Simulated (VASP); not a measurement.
# KMgF3 (P4/mmm) in VASP: a series of runs

Runs on KMgF3. Level: PBEsol. Tasks: single point.

Program: VASP 6.6.1. These are calculated values, not measurements. Logs are shortened: lines on timing, memory, paths and dates and some standing lists are left out, and cuts for length are marked.

**1. The cell of the first run**

Symmetry: P4/mmm, No. 123, tetragonal system. Conventional cell: a = 3.926 Å, b = 3.926 Å, c = 4.046 Å, α = 90.00°, β = 90.00°, γ = 90.00°. Within 3.7 Å of K (site symmetry 4/mmm) lie 12 F at 2.78 to 2.82 Å and 8 Mg at 3.43 Å. Mg (site symmetry 4/mmm) has 6 F at 1.96 to 2.02 Å within 2.6 Å. Within 2.6 Å of F (site symmetry mmm) lie 2 Mg at 1.96 Å. Within 2.9 Å of F (site symmetry 4/mmm) lie 2 Mg at 2.02 Å and 4 K at 2.78 Å and 8 F at 2.82 Å.

**2. Single point, PBEsol (strain -0.015 along x and y, +0.015 along z)**

File INCAR:

```
SYSTEM = KMgF3
PREC = Accurate ; ENCUT = 520
EDIFF = 1E-6 ; ISMEAR = 0
SIGMA = 0.05 ; LREAL = .False.
LASPH = .True. ; NELM = 60
ALGO = Normal ; ISIF = 2
LWAVE = .False. ; LCHARG = .False.
GGA = PS ; NBANDS = 24
```

File KPOINTS:

```
regular mesh
0
Gamma
  6 6 6
  0 0 0
```

File POSCAR:

```
KMgF3
1.0
    3.9261115000      0.0000000000      0.0000000000
    0.0000000000      3.9261115000      0.0000000000
    0.0000000000      0.0000000000      4.0456885000
K Mg F
1 1 3
Direct
    0.5000000000      0.5000000000      0.5000000000
    0.0000000000      0.0000000000      0.0000000000
    0.5000000000      0.0000000000      0.0000000000
    0.0000000000      0.5000000000      0.0000000000
    0.0000000000      0.0000000000      0.5000000000
```

Potentials or basis: VASP PAW PBE potentials, release 64 (K_sv, Mg, F).

Started as:

```
$ cat potpaw_PBE.64/K_sv/POTCAR potpaw_PBE.64/Mg/POTCAR potpaw_PBE.64/F/POTCAR > POTCAR
$ mpirun -np 1 vasp_std > vasp.out
```

OUTCAR:

```text
SYSTEM = KMgF3
   PREC = Accurate
   ENCUT = 520
   EDIFF = 1E-6
   ISMEAR = 0
   LREAL = .False.
   LASPH = .True.
   NELM = 60
   ISIF = 2
   GGA = PS

 ion  position               nearest neighbor table
   1  0.500  0.500  0.500-   5 2.78   5 2.78   5 2.78   5 2.78   4 2.82   3 2.82   4 2.82   3 2.82
                             4 2.82   3 2.82   4 2.82   3 2.82   2 3.43   2 3.43   2 3.43   2 3.43
   2  0.000  0.000  0.000-   3 1.96   4 1.96   4 1.96   3 1.96   5 2.02   5 2.02   1 3.43   1 3.43
                             1 3.43   1 3.43   1 3.43   1 3.43   1 3.43   1 3.43
   3  0.500  0.000  0.000-   2 1.96   2 1.96   1 2.82   1 2.82   1 2.82   1 2.82
   4  0.000  0.500  0.000-   2 1.96   2 1.96   1 2.82   1 2.82   1 2.82   1 2.82
   5  0.000  0.000  0.500-   2 2.02   2 2.02   1 2.78   1 2.78   1 2.78   1 2.78

  LATTYP: Found a simple tetragonal cell.
 ALAT       =     3.9261115000
 C/A-ratio  =     1.0304568528

  Lattice vectors:

 A1 = (   3.9261115000,   0.0000000000,   0.0000000000)
 A2 = (   0.0000000000,   3.9261115000,   0.0000000000)
 A3 = (   0.0000000000,   0.0000000000,   4.0456885000)

Analysis of symmetry for initial positions (statically):
=====================================================================
 Subroutine PRICEL returns:
 Original cell was already a primitive cell.

 Routine SETGRP: Setting up the symmetry group for a
 simple tetragonal supercell.

 Subroutine GETGRP returns: Found 16 space group operations
 (whereof 16 operations were pure point group operations)
 out of a pool of 16 trial point group operations.

The static configuration has the point symmetry D_4h.

Analysis of symmetry for dynamics (positions and initial velocities):
=====================================================================
 Subroutine PRICEL returns:
 Original cell was already a primitive cell.

 Routine SETGRP: Setting up the symmetry group for a
 simple tetragonal supercell.

 Subroutine GETGRP returns: Found 16 space group operations
 (whereof 16 operations were pure point group operations)
 out of a pool of 16 trial point group operations.

The dynamic configuration has the point symmetry D_4h.

 Subroutine INISYM returns: Found 16 space group operations
 (whereof 16 operations are pure point group operations),
 and found     1 'primitive' translations

----------------------------------------------------------------------------------------

                                     Primitive cell

  volume of cell :      62.3617

  direct lattice vectors                    reciprocal lattice vectors
     3.926111500  0.000000000  0.000000000     0.254704942  0.000000000  0.000000000
     0.000000000  3.926111500  0.000000000     0.000000000  0.254704942  0.000000000
     0.000000000  0.000000000  4.045688500     0.000000000  0.000000000  0.247176717

  length of vectors
     3.926111500  3.926111500  4.045688500     0.254704942  0.254704942  0.247176717

  position of ions in fractional coordinates (direct lattice)
     0.500000000  0.500000000  0.500000000
     0.000000000  0.000000000  0.000000000
     0.500000000  0.000000000  0.000000000
     0.000000000  0.500000000  0.000000000
     0.000000000  0.000000000  0.500000000

  ion indices of the primitive-cell ions
   primitive index   ion index
                 1           1
                 2           2
                 3           3
                 4           4
                 5           5

----------------------------------------------------------------------------------------

 KPOINTS: regular mesh

Automatic generation of k-mesh.
 Grid dimensions read from file:
 generate k-points for:    6    6    6

 Generating k-lattice:

  Cartesian coordinates                     Fractional coordinates (reciprocal lattice)
     0.042450824  0.000000000  0.000000000     0.166666667  0.000000000  0.000000000
     0.000000000  0.042450824  0.000000000     0.000000000  0.166666667  0.000000000
     0.000000000  0.000000000  0.041196119     0.000000000  0.000000000  0.166666667

  Length of vectors
     0.042450824  0.042450824  0.041196119

  Shift w.r.t. Gamma in fractional coordinates (k-lattice)
     0.000000000  0.000000000  0.000000000

 Subroutine IBZKPT returns following result:
 ===========================================

 Found     40 irreducible k-points:

 Following reciprocal coordinates:
            Coordinates               Weight
  0.000000  0.000000  0.000000      1.000000
  0.166667  0.000000  0.000000      4.000000
  0.333333  0.000000  0.000000      4.000000
  0.500000  0.000000  0.000000      2.000000
  0.166667  0.166667  0.000000      4.000000
  0.333333  0.166667  0.000000      8.000000
[... 16 lines left out ...]
  0.333333  0.000000  0.333333      8.000000
  0.500000  0.000000  0.333333      4.000000
 [... further k-points ...]
   k-points           NKPTS =     40   k-points in BZ     NKDIM =     40   number of bands    NBANDS=     24
   number of dos      NEDOS =    301   number of ions     NIONS =      5
   total plane-waves  NPLWV =  27000
   dimension x,y,z NGX =    30 NGY =   30 NGZ =   30
   dimension x,y,z NGXF=    60 NGYF=   60 NGZF=   60
   ions per type =               1   1   3
   NGX,Y,Z   is equivalent  to a cutoff of  12.70, 12.70, 12.33 a.u.
   NGXF,Y,Z  is equivalent  to a cutoff of  25.41, 25.41, 24.66 a.u.
 SYSTEM =  KMgF3
   PREC   = accura    normal or accurate (medium, high low for compatibility)
   ISTART =      0    job   : 0-new  1-cont  2-samecut
   ICHARG =      2    charge: 1-file 2-atom 10-const
   ISPIN  =      1    spin polarized calculation?
   LNONCOLLINEAR =      F non collinear calculations
   LSORBIT =      F    spin-orbit coupling
   LASPH  =      T    aspherical Exc in radial PAW
   ENCUT  =  520.0 eV  38.22 Ry    6.18 a.u.   7.30  7.30  7.52*2*pi/ulx,y,z
   NELM   =     60;   NELMIN=  2; NELMDL= -5     # of ELM steps
   EDIFF  = 0.1E-05   stopping-criterion for ELM
   LREAL  =      F    real-space projection
   EDIFFG = 0.1E-04   stopping-criterion for IOM
   NSW    =      0    number of steps for IOM
   IBRION =     -1    ionic relax: 0-MD 1-quasi-New 2-CG
   NFREE  =      0    steps in history (QN), initial steepest desc. (CG)
   ISIF   =      2    stress and relaxation
   ISYM   =      2    0-nonsym 1-usesym 2-fastsym
   POTIM  = 0.5000    time-step for ionic-motion
   TEBEG  =    0.0;   TEEND  =   0.0 temperature during run
   PSTRESS=    0.0 pullay stress
   NELECT =      32.0000    total number of electrons
   NUPDOWN=      -1.0000    fix difference up-down
   EMIN   =  10.00;   EMAX   =-10.00  energy-range for DOS
   EFERMI =   0.00;   METHOD = LEGACY
   ISMEAR =     0;   SIGMA  =   0.05  broadening in eV -4-tet -1-fermi 0-gaus
   EFERMI_NEDOS =   21; number of points for ismear=-14 and -15
   IALGO  =     38    algorithm
   IMIX   =      4    mixing-type and parameters
     AMIX     =   0.40;   BMIX     =  1.00
     AMIX_MAG =   1.60;   BMIX_MAG =  1.00
  volume/ion in A,a.u.               =      12.47        84.17
  Fermi-wavevector in a.u.,A,eV,Ry     =   1.310647  2.476763 23.372012  1.717794
  Thomas-Fermi vector in A             =   2.441163
   LORBIT       =      0    0 simple, 1 ext, 2 COOP (PROOUT), +10 PAW based schemes
   GGA     = PS    functional components
   LHFCALC =     F    Hartree Fock is set to
   AEXX    =    0.0000 exact exchange contribution
   IVDW    =     0    specifies the selected vdW correction
   LEPSILON=     F    determine dielectric tensor
   LRPA    =     F    only Hartree local field effects (RPA)
 non-spin polarized calculation
 Gauss-broadening in eV      SIGMA  =   0.05
  energy-cutoff  :      520.00
  volume of cell :       62.36
 maximum number of plane-waves:      1700
 NGX is ok and might be reduce to    30
   NGX = 15   NGY = 15   NGZ = 15

 number of electron      31.9999980 magnetization

 Free energy of the ion-electron system (eV)
  ---------------------------------------------------
  ext. energy  EPLUGINS =         0.00000000
  ---------------------------------------------------
  free energy    TOTEN  =       -25.24558863 eV

  energy without entropy =      -25.24558863  energy(sigma->0) =      -25.24558863

 E-fermi :  -1.2856     XC(G=0): -10.0242

 val. band max:       -1.6095015952   @ k =   0.5000   0.5000   0.5000
 cond. band min:       5.6054660690   @ k =   0.0000   0.0000   0.0000
 fundamental gap:      7.2149676642
 Fermi energy:        -1.2856497825

 k-point     1 :       0.0000    0.0000    0.0000
  band No.  band energies     occupation
      1     -27.0761      2.00000
      2     -21.6950      2.00000
      3     -21.0296      2.00000
      4     -20.9433      2.00000
      5     -10.6648      2.00000
      6     -10.6321      2.00000
[... 16 lines left out ...]
     23      12.4232      0.00000
     24      14.9194      0.00000

 k-point     2 :       0.1667    0.0000    0.0000
  band No.  band energies     occupation
      1     -27.0674      2.00000
      2     -21.6594      2.00000
      3     -21.0642      2.00000
      4     -20.9497      2.00000
      5     -10.6479      2.00000
      6     -10.6304      2.00000
[... 16 lines left out ...]
     23      12.4251      0.00000
     24      14.9120      0.00000

 k-point     3 :       0.3333    0.0000    0.0000
  band No.  band energies     occupation
      1     -27.0497      2.00000
      2     -21.5693      2.00000
      3     -21.1626      2.00000
      4     -20.9523      2.00000
      5     -10.6270      2.00000
      6     -10.6135      2.00000
[... 16 lines left out ...]
     23      12.4010      0.00000
     24      14.8910      0.00000

 k-point     4 :       0.5000    0.0000    0.0000
  band No.  band energies     occupation
      1     -27.0409      2.00000
      2     -21.5016      2.00000
      3     -21.2359      2.00000
      4     -20.9513      2.00000
      5     -10.6254      2.00000
      6     -10.5960      2.00000
[... 16 lines left out ...]
     23      12.9840      0.00000
     24      13.8639      0.00000

 k-point     5 :       0.1667    0.1667    0.0000
  band No.  band energies     occupation
      1     -27.0593      2.00000
      2     -21.6231      2.00000
      3     -21.0876      2.00000
      4     -20.9635      2.00000
      5     -10.6574      2.00000
      6     -10.6316      2.00000
[... 16 lines left out ...]
     23      12.4696      0.00000
     24      14.7273      0.00000

 k-point     6 :       0.3333    0.1667    0.0000
  band No.  band energies     occupation
      1     -27.0430      2.00000
      2     -21.5306      2.00000
      3     -21.1695      2.00000
      4     -20.9756      2.00000
      5     -10.6655      2.00000
      6     -10.5987      2.00000
[... 16 lines left out ...]
     23      12.5217      0.00000
     24      14.2489      0.00000
[... 379 lines left out ...]
 k-point    21 :       0.0000    0.0000    0.3333
  band No.  band energies     occupation
      1     -27.0546      2.00000
      2     -21.6266      2.00000
      3     -21.0425      2.00000
      4     -21.0235      2.00000
      5     -10.6271      2.00000
      6     -10.5913      2.00000
[... 16 lines left out ...]
     23      12.2679      0.00000
     24      14.5613      0.00000

 k-point    22 :       0.1667    0.0000    0.3333
  band No.  band energies     occupation
      1     -27.0476      2.00000
      2     -21.5838      2.00000
      3     -21.0639      2.00000
      4     -21.0397      2.00000
      5     -10.6579      2.00000
      6     -10.6005      2.00000
[... 16 lines left out ...]
     23      12.3781      0.00000
     24      14.0209      0.00000

 k-point    23 :       0.3333    0.0000    0.3333
  band No.  band energies     occupation
      1     -27.0334      2.00000
      2     -21.4731      2.00000
      3     -21.1582      2.00000
      4     -21.0461      2.00000
      5     -10.6950      2.00000
      6     -10.6425      2.00000
[... 16 lines left out ...]
     23      12.6801      0.00000
     24      13.1683      0.00000

 k-point    24 :       0.5000    0.0000    0.3333
  band No.  band energies     occupation
      1     -27.0262      2.00000
      2     -21.3704      2.00000
      3     -21.2537      2.00000
      4     -21.0491      2.00000
      5     -10.6973      2.00000
      6     -10.6795      2.00000
[... 16 lines left out ...]
     23      12.8802      0.00000
     24      13.1775      0.00000

 [... further k-points ...]

------------------------ aborting loop because EDIFF is reached ----------------------------------------

  FORCE on cell =-STRESS in cart. coord.  units (eV):
  Direction    XX          YY          ZZ          XY          YZ          ZX
  --------------------------------------------------------------------------------------
  -------------------------------------------------------------------------------------
  Total        0.8731129      0.8731129     -0.3328985      0.0000000      0.0000000      0.0000000
  in kB       22.4317571     22.4317571     -8.5527292      0.0000000      0.0000000      0.0000000
  external PRESSURE =      12.1035950 kB  Pullay stress =       0.0000000 kB

 VOLUME and BASIS-vectors are now :
 -----------------------------------------------------------------------------
  energy-cutoff  :      520.00
  volume of cell :       62.36
      direct lattice vectors                 reciprocal lattice vectors
     3.926111500  0.000000000  0.000000000     0.254704942  0.000000000  0.000000000
     0.000000000  3.926111500  0.000000000     0.000000000  0.254704942  0.000000000
     0.000000000  0.000000000  4.045688500     0.000000000  0.000000000  0.247176717

 POSITION                                       TOTAL-FORCE (eV/Angst)
 -----------------------------------------------------------------------------------
      1.96306      1.96306      2.02284         0.000000      0.000000      0.000000
      0.00000      0.00000      0.00000         0.000000      0.000000      0.000000
      1.96306      0.00000      0.00000         0.000000      0.000000      0.000000
      0.00000      1.96306      0.00000         0.000000      0.000000      0.000000
      0.00000      0.00000      2.02284         0.000000      0.000000      0.000000
 -----------------------------------------------------------------------------------
    total drift:                                0.000000     -0.000000      0.000000

  FREE ENERGIE OF THE ION-ELECTRON SYSTEM (eV)
  ---------------------------------------------------
  free  energy   TOTEN  =       -25.2455886340 eV

  energy  without entropy=      -25.2455886340  energy(sigma->0) =      -25.24558863
```

Run time: 41 s. Hardware: 1 thread of Intel Xeon Platinum 8488C (Sapphire Rapids), shared host; peak memory 0.2 GiB.

What came out:

```
Free energy            : -25.2456 eV
Pressure               : 1.2 GPa
Band gap on the k mesh : 7.21 eV (least direct gap 7.56 eV)
```

Caveat: the cell differs from its parent crystal (strain -0.015 along x and y, +0.015 along z); the PAW data sets were made with another functional, which shifts forces and pressure a little. A k mesh can miss the band edges.

**3. Single point, PBEsol (strain -0.015 along x and y, +0.030 along z)**

File INCAR:

```
PREC     = Accurate       # precision mode
ENCUT    = 520            # plane-wave cutoff, eV
EDIFF    = 1E-6           # SCF threshold, eV
ISMEAR   = 0              # smearing method
SIGMA    = 0.05           # smearing width, eV
LREAL    = False          # projectors in reciprocal space
LASPH    = True           # aspherical terms in the spheres
NELM     = 80             # most SCF steps
ALGO     = Normal         # electronic algorithm
ISIF     = 2              # what is computed and relaxed
LWAVE    = False          # write WAVECAR
LCHARG   = True           # write CHGCAR
GGA      = PS             # functional
LELF     = True           # ELF
LVHAR    = True         
NBANDS   = 24             # bands
```

File KPOINTS:

```
Automatic mesh
0
Gamma
  6 6 6
```

POSCAR: that of step 2 with these lines changed.

```diff
@@ -4,3 +4,3 @@
     0.0000000000      3.9261115000      0.0000000000
-    0.0000000000      0.0000000000      4.0456885000
+    0.0000000000      0.0000000000      4.1054770000
 K Mg F
```

Potentials or basis: VASP PAW PBE potentials, release 64 (K_sv, Mg, F).

Started as:

```
$ cat potpaw_PBE.64/K_sv/POTCAR potpaw_PBE.64/Mg/POTCAR potpaw_PBE.64/F/POTCAR > POTCAR
$ mpirun -np 1 vasp_std > vasp.out
```

It took 48 s on 1 thread of Intel Xeon Platinum 8488C (Sapphire Rapids), shared host; peak memory 0.21 GiB.

Results (log left out):

- Free energy: -25.2374 eV
- Pressure: 0.2 GPa
- Band gap on the k mesh: 7.10 eV (least direct gap 7.44 eV)

Stress tensor (GPa, compression positive):
```
 1.62  0.00  0.00
 0.00  1.62  0.00
 0.00  0.00 -2.63
```

Levels at points of the mesh, in eV from the valence-band top:
| k point | band 14 | band 15 | band 16 | band 17 | band 18 | band 19 |
| --- | --- | --- | --- | --- | --- | --- |
| (0.00, 0.00, 0.00) | -0.35 | -0.35 | -0.35 | 7.10 | 9.82 | 10.02 |
| (0.50, 0.00, 0.00) | -0.90 | -0.56 | -0.56 | 9.99 | 10.29 | 11.09 |
| (0.50, 0.50, 0.00) | -0.80 | -0.80 | -0.02 | 10.82 | 11.71 | 12.52 |
| (0.00, 0.00, 0.50) | -0.76 | -0.56 | -0.56 | 9.82 | 10.20 | 10.77 |
| (0.50, 0.00, 0.50) | -1.01 | -0.97 | -0.07 | 10.75 | 11.49 | 12.29 |
| (0.50, 0.50, 0.50) | -0.04 | -0.04 | 0.00 | 10.27 | 10.27 | 10.27 |

Caveat: the cell differs from its parent crystal (strain -0.015 along x and y, +0.030 along z); the PAW data sets were made with another functional, which shifts forces and pressure a little.
